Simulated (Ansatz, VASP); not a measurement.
## Two plane-wave programs on WSe2

Contents of INCAR:

```
PREC = Accurate ; ENCUT = 520
EDIFF = 1E-7 ; ISMEAR = -1
SIGMA = 0.02 ; LREAL = False
LASPH = True ; NELM = 60
ALGO = Normal ; ISIF = 2
LWAVE = False ; LCHARG = False
GGA = PE ; NBANDS = 20
```

The input KPOINTS:

```
regular mesh
0
Gamma
  12 12 4
```

File POSCAR:

```
WSe2
1.0
    3.2777598166      0.0000000000      0.0000000000
   -1.6388799083      2.8386232687      0.0000000000
    0.0000000000      0.0000000000      7.1842727630
W Se
1 2
Direct
    0.0000000000      0.0000000000      0.0000000000
    0.3333333333      0.6666666667      0.2328753869
    0.3333333333      0.6666666667      0.7671246131
```

Input for Ansatz:

```yaml
crystal:
  lattice:
    - [3.2777598166, 0.0, 0.0]
    - [-1.6388799083, 2.8386232687, 0.0]
    - [0.0, 0.0, 7.184272763]
  atoms:
    - { symbol: W, position: [0.0, 0.0, 0.0] }
    - { symbol: Se, position: [0.3333333333, 0.6666666667, 0.2328753869] }
    - { symbol: Se, position: [0.3333333333, 0.6666666667, 0.7671246131] }
kpoints:
  mp_grid: { grid: [12, 12, 4] }
  band_path:
    path:
      - [0.0, 0.0, 0.0]
      - [0.5, 0.0, 0.0]
      - [0.3333333333, 0.3333333333, 0.0]
      - [0.0, 0.0, 0.5]
      - [0.5, 0.0, 0.5]
      - [0.3333333333, 0.3333333333, 0.5]
      - [-0.177083, 0.351562, 0.0]
    npoints: 1
hamiltonian:
  xc: pbe
scf:
  occupations: { method: fermi_dirac, width: 0.02 }
  n_extra_bands: 4
output:
  forces: true
  stress: true
  eigenvalues: true
```

Change from the starting cell: biaxial_xy strain -0.6%.

Alike in both runs: task single point; functional PBE; k mesh 12 × 12 × 4; occupations fermi-dirac, width 0.02 eV; no spin polarisation.

|  | VASP | Ansatz |
| --- | --- | --- |
| version | VASP 6.6.1 | Ansatz 0.2.0 |
| potentials or method | VASP PAW PBE potentials, release 64 (W_sv, Se) | plane waves, PAW |
| plane-wave cutoff (eV) | 520 | 420 |
| valence electrons in the cell | 26 | 46 |

VASP gave:

```
gap on the k mesh at the Fermi level (eV)                     : 1.37
pressure (GPa)                                                : 4.3
traceless stress, the component that is largest in VASP (GPa) : 0.20
rms of the force components (eV/Å)                            : 0.165
```

Question: Which values does Ansatz return?

Answer: gap on the k mesh at the Fermi level (eV): 1.37; pressure (GPa): 4.0; traceless stress, the component that is largest in VASP (GPa): 0.12; rms of the force components (eV/Å): 0.142.

Atom by atom the forces differ by 0.023 eV/Å (rms over components). VASP's potentials hold 26 valence electrons a cell and Ansatz's 46, so a difference there can come from the potentials and not from the codes.

Neither program's run includes spin-orbit coupling.
